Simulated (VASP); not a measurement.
# CoO in VASP: notebook, part 2 of 2

VASP 6.6.1. The steps go on from the part before.

## 3. Single point, LDA, collinear spin, ferromagnetic start

This run uses another cell than the first one, of 9.83 Å³/atom, 0.862 times its volume.

INCAR

```
SYSTEM = CoO
PREC = Accurate
ENCUT = 520
EDIFF = 1E-6
ISMEAR = -1
SIGMA = 0.05
LREAL = .FALSE.
LASPH = .TRUE.
NELM = 150
ALGO = Normal
ISIF = 2
LWAVE = .FALSE.
LCHARG = .FALSE.
ISPIN = 2
MAGMOM = 2 0
LORBIT = 11
LMAXMIX = 4
GGA = CA
NBANDS = 18
```

KPOINTS

```
Automatic mesh
0
G
  10 10 10
  0 0 0
```

POSCAR

```
CoO
1.0
    1.5148582626      0.8746038257      2.4735955495
   -1.5148582626      0.8746038257      2.4735955495
    0.0000000000     -1.7492076514      2.4735955495
Co O
1 1
Direct
    1.0000039081      1.0000039081      1.0000039081
    0.7499954419      0.7499954419      0.7499954419
```

Potentials or basis: VASP PAW LDA potentials, release 64 (Co, O).

The run is started by

```
$ cat potpaw_LDA.64/Co/POTCAR potpaw_LDA.64/O/POTCAR > POTCAR
$ mpirun -np 1 vasp_std > vasp.out
```

OUTCAR:

```text
SYSTEM = CoO
   PREC = Accurate
   ENCUT = 520
   EDIFF = 1E-6
   ISMEAR = -1
   LREAL = .FALSE.
   LASPH = .TRUE.
   NELM = 150
   ISIF = 2
   ISPIN = 2
   LORBIT = 11
   GGA = CA

 ion  position               nearest neighbor table
   1  0.000  0.000  0.000-   2 1.86   2 1.86   2 1.86   2 1.86
   2  0.750  0.750  0.750-   1 1.86   1 1.86   1 1.86   1 1.86

  LATTYP: Found a trigonal (rhomboedric) cell.
 ALAT       =     3.0295878185
 COS(alpha) =     0.4999575159

  Lattice vectors:

 A1 = (   1.5148582626,   0.8746038257,   2.4735955495)
 A2 = (  -1.5148582626,   0.8746038257,   2.4735955495)
 A3 = (   0.0000000000,  -1.7492076514,   2.4735955495)

[... 1221 lines left out ...]
 -----------------------------------------------------------------------------
  energy-cutoff  :      520.00
  volume of cell :       19.66
      direct lattice vectors                 reciprocal lattice vectors
     1.514858263  0.874603826  2.473595550     0.330063883  0.190562472  0.134756603
    -1.514858263  0.874603826  2.473595550    -0.330063883  0.190562472  0.134756603
     0.000000000 -1.749207651  2.473595550     0.000000000 -0.381124943  0.134756603

 POSITION                                       TOTAL-FORCE (eV/Angst)
 -----------------------------------------------------------------------------------
      0.00000      0.00000      0.00003         0.000000      0.000000      0.000046
      0.00000      0.00000      5.56556         0.000000     -0.000000     -0.000046
 -----------------------------------------------------------------------------------
    total drift:                                0.000000     -0.000000     -0.000005

  FREE ENERGIE OF THE ION-ELECTRON SYSTEM (eV)
  ---------------------------------------------------
  free  energy   TOTEN  =       -15.2072623992 eV

  energy  without entropy=      -15.1924330048  energy(sigma->0) =      -15.19984770

 total charge

# of ion       s       p       d       tot
------------------------------------------
    1        0.402   0.587   7.399   8.387
    2        1.546   3.452   0.000   4.998
--------------------------------------------------
tot          1.948   4.039   7.399  13.385

 magnetization (x)

# of ion       s       p       d       tot
------------------------------------------
    1        0.006   0.041   1.336   1.382
    2        0.014   0.138   0.000   0.152
--------------------------------------------------
tot          0.019   0.179   1.336   1.534
```

stdout:

```text
POSCAR found type information on POSCAR CoO
 POSCAR found :  2 types and       2 ions
 scaLAPACK will be used
 LDA part: xc-table for (Slater(with rela. corr.)+CA(PZ))
 , standard interpolation
 POSCAR, INCAR and KPOINTS ok, starting setup
 FFT: planning ... GRIDC
 FFT: planning ... GRID_SOFT
 FFT: planning ... GRID
 WAVECAR not read
 entering main loop
```

Wall time 43 s (1 thread of Intel Xeon Platinum 8375C at 2.90GHz (Ice Lake), shared host); peak memory 0.18 GiB.

What came out:

| Item | Value |
| --- | --- |
| Free energy | -15.2073 eV |
| Pressure | 0.2 GPa |
| Net moment | 1.57 μB per cell |
| Site moments | Co +1.38; O +0.15 μB |
| Valence electrons inside the program's atomic spheres | Co 8.39; O 5.00 |

Caveat: a cell with one magnetic atom can't hold antiferromagnetic order, which such compounds often take; semilocal functionals often make such compounds metallic where correlation or magnetic order opens a gap, which also shifts bond lengths.

## 4. Single point, PBEsol, collinear spin, ferromagnetic start

INCAR

```
SYSTEM = CoO
PREC = Accurate
ENCUT = 520
EDIFF = 1E-6
ISMEAR = -1
SIGMA = 0.05
LREAL = .False.
LASPH = .True.
NELM = 150
ALGO = Normal
ISIF = 2
LWAVE = .False.
LCHARG = .False.
ISPIN = 2
MAGMOM = 2 0
LORBIT = 11
LMAXMIX = 4
GGA = PS
NBANDS = 18
```

KPOINTS

```
regular mesh
0
Gamma
  10 10 10
  0 0 0
```

POSCAR

```
CoO
1.0
    1.6022198417      0.9250420569      2.5664708903
   -1.6022198417      0.9250420569      2.5664708903
    0.0000000000     -1.8500841138      2.5664708903
Co O
1 1
Direct
    0.9989783200      0.9989783200      0.9989783200
    0.7510210300      0.7510210300      0.7510210300
```

Potentials or basis: VASP PAW PBE potentials, release 64 (Co, O).

The run is started by

```
$ cat potpaw_PBE.64/Co/POTCAR potpaw_PBE.64/O/POTCAR > POTCAR
$ mpirun -np 1 vasp_std > vasp.out
```

It took 55 s on 1 thread of Intel Xeon Platinum 8375C at 2.90GHz (Ice Lake), shared host; peak memory 0.2 GiB.

The run converged. Its results:

- Free energy: -14.2256 eV
- Pressure: -8.2 GPa
- Largest force: 0.217 eV/Å
- Net moment: 2.76 μB per cell
- Site moments: Co +2.37; O +0.30 μB
- Valence electrons inside the program's atomic spheres: Co 8.01; O 4.96

Forces in eV/Å, atoms in the order of the input:
```
Co   0.000  0.000  0.217
O    0.000  0.000 -0.217
```

Stress tensor (GPa, compression positive):
```
-9.82  0.00  0.00
 0.00 -9.82  0.00
 0.00  0.00 -4.92
```

Levels at points of the mesh, in eV from the Fermi level:
Spin up:
```csv
k point,band 6,band 7,band 8,band 9,band 10,band 11,band 12,band 13
"(0.00, 0.00, 0.00)",-2.30,0.08,0.27,0.27,0.43,13.89,13.89,14.47
"(0.50, 0.00, 0.00)",-2.22,-2.22,-0.52,-0.47,5.62,6.87,13.44,13.79
"(0.50, 0.50, 0.00)",-1.99,-1.82,-1.67,-1.59,5.13,9.86,10.95,14.04
"(0.50, 0.50, 0.50)",-2.24,-2.24,-0.64,-0.64,5.58,7.18,13.34,13.34
```
Spin down:
```csv
k point,band 2,band 3,band 4,band 5,band 6,band 7,band 8,band 9,band 10,band 11
"(0.00, 0.00, 0.00)",-5.07,-4.99,-4.99,-0.45,-0.45,0.56,2.50,2.50,2.59,14.36
"(0.50, 0.00, 0.00)",-6.55,-4.81,-4.78,-0.25,-0.24,0.14,1.65,1.68,6.08,7.59
"(0.50, 0.50, 0.00)",-6.59,-4.53,-4.49,-0.94,-0.07,0.08,0.78,0.86,6.08,10.53
"(0.50, 0.50, 0.50)",-6.52,-4.73,-4.73,-0.22,-0.22,-0.01,1.52,1.52,6.03,7.93
```

Caveat: the PAW data sets were made with another functional, which shifts forces and pressure a little; a cell with one magnetic atom can't hold antiferromagnetic order, which such compounds often take; semilocal functionals often make such compounds metallic where correlation or magnetic order opens a gap, which also shifts bond lengths. With open d or f shells a metallic result of PBEsol can be an artefact of self-interaction; +U or a hybrid may open a gap.

## 5. Overview

| level | potentials or basis | cell | gap on the mesh (eV) | pressure (GPa) | moment (μB) | largest force (eV/Å) |
| --- | --- | --- | --- | --- | --- | --- |
| LDA | VASP PAW LDA potentials, release 64 (Co, O) | a = 3.164 Å, angles 60.9°, 2 atoms | none | -17.6 | 2.41 | 0.20 |
| LDA | VASP PAW LDA potentials, release 64 (Co, O) | a = 3.030 Å, angles 60.0°, 2 atoms | none | 0.2 | 1.57 | - |
| PBEsol | VASP PAW PBE potentials, release 64 (Co, O) | a = 3.164 Å, angles 60.9°, 2 atoms | none | -8.2 | 2.76 | 0.22 |

Alike in all rows: task single point; spin collinear, ferromagnetic start; k mesh 10 × 10 × 10; cutoff (eV) 520; smearing fermi-dirac 0.05 eV.

Caveats: a cell with one magnetic atom can't hold antiferromagnetic order, which such compounds often take; semilocal functionals often make such compounds metallic where correlation or magnetic order opens a gap, which also shifts bond lengths; the PAW data sets were made with another functional, which shifts forces and pressure a little (some runs).

Total energies depend on the potentials used, so only differences within one code and one set of settings carry meaning.
